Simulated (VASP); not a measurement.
Wanted: the native input for a VASP 6.6.1 run.

```yaml
Task: relaxation of the atoms
Functional: PBEsol
Potentials_or_basis: VASP PAW PBE potentials, release 64 (V_sv, Si)
Cutoff: 520 eV
k_mesh: 3 × 3 × 3
Occupations: gaussian, width 0.05 eV
Spin: collinear spin, ferromagnetic start
Starting_moments: "[5.0, 0.0, 0.0, 0.0, 0.0, 0.0, 0.0, 0.0, 0.0, 0.0, 0.0, 0.0, 0.0, 0.0, 0.0, 0.0, 0.0] μB"
Hubbard_terms: V d U = 3.0 eV
Dipole_correction: no
Further_INCAR_settings: LREAL = Auto; ALGO = Normal; EDIFF = 1e-06; IBRION = 2; EDIFFG = -0.03; NSW = 50
```

The structure of VSi16 lies in POSCAR:

```
VSi16
1.0
    0.0000000000      5.4370000000      5.4370000000
    5.4370000000      0.0000000000      5.4370000000
    5.4370000000      5.4370000000      0.0000000000
V Si
1 16
Direct
    0.2500000000      0.2500000000      0.2500000000
    0.0000000000      0.0000000000      0.0000000000
    0.0000000000      0.0000000000      0.5000000000
    0.0000000000      0.5000000000      0.0000000000
    0.0000000000      0.5000000000      0.5000000000
    0.5000000000      0.0000000000      0.0000000000
    0.5000000000      0.0000000000      0.5000000000
    0.5000000000      0.5000000000      0.0000000000
    0.5000000000      0.5000000000      0.5000000000
    0.1250000000      0.1250000000      0.1250000000
    0.1250000000      0.1250000000      0.6250000000
    0.1250000000      0.6250000000      0.1250000000
    0.1250000000      0.6250000000      0.6250000000
    0.6250000000      0.1250000000      0.1250000000
    0.6250000000      0.1250000000      0.6250000000
    0.6250000000      0.6250000000      0.1250000000
    0.6250000000      0.6250000000      0.6250000000
```

These files were run (other wordings do the same):

INCAR

```
SYSTEM = VSi16
PREC = Accurate
ENCUT = 520
EDIFF = 1E-6
ISMEAR = 0
SIGMA = 0.05
LREAL = Auto
LASPH = .TRUE.
NELM = 150
ALGO = Normal
ISIF = 2
LWAVE = .FALSE.
LCHARG = .FALSE.
ISPIN = 2
MAGMOM = 5 0 0 0 0 0 0 0 0 0 0 0 0 0 0 0 0
LORBIT = 11
LMAXMIX = 4
LDAU = .TRUE.
LDAUTYPE = 2
LDAUL = 2 -1
LDAUU = 3 0
LDAUJ = 0 0
LDAUPRINT = 1
GGA = PS
IBRION = 2
NSW = 50
EDIFFG = -0.03
KPAR = 2
```

KPOINTS

```
Automatic mesh
0
G
  3 3 3
  0 0 0
```

Potentials or basis: VASP PAW PBE potentials, release 64 (V_sv, Si).

The run is started by

```bash
$ cat potpaw_PBE.64/V_sv/POTCAR potpaw_PBE.64/Si/POTCAR > POTCAR
$ mpirun -np 2 vasp_std > vasp.out
```

It gave:

```
Energy gained by relaxing                             : 20.7 meV/atom
Ionic steps                                           : 4
Pressure after relaxing                               : 1.5 GPa
Net moment                                            : 3.74 μB per cell
Site moments                                          : V +2.51; Si +0.01, -0.00 (each value once) μB
Valence electrons inside the program's atomic spheres : V 11.70; Si 1.72, 1.68, 1.70 (each value once)
```

Caveat: the PAW data sets were made with another functional, which shifts forces and pressure a little; the U is typed as a test and isn't derived for this compound.

It took 8.7 min on 2 MPI ranks on Intel(R) Xeon(R) Platinum 8488C (Sapphire Rapids) (shared host), peak memory 0.69 GiB a rank.
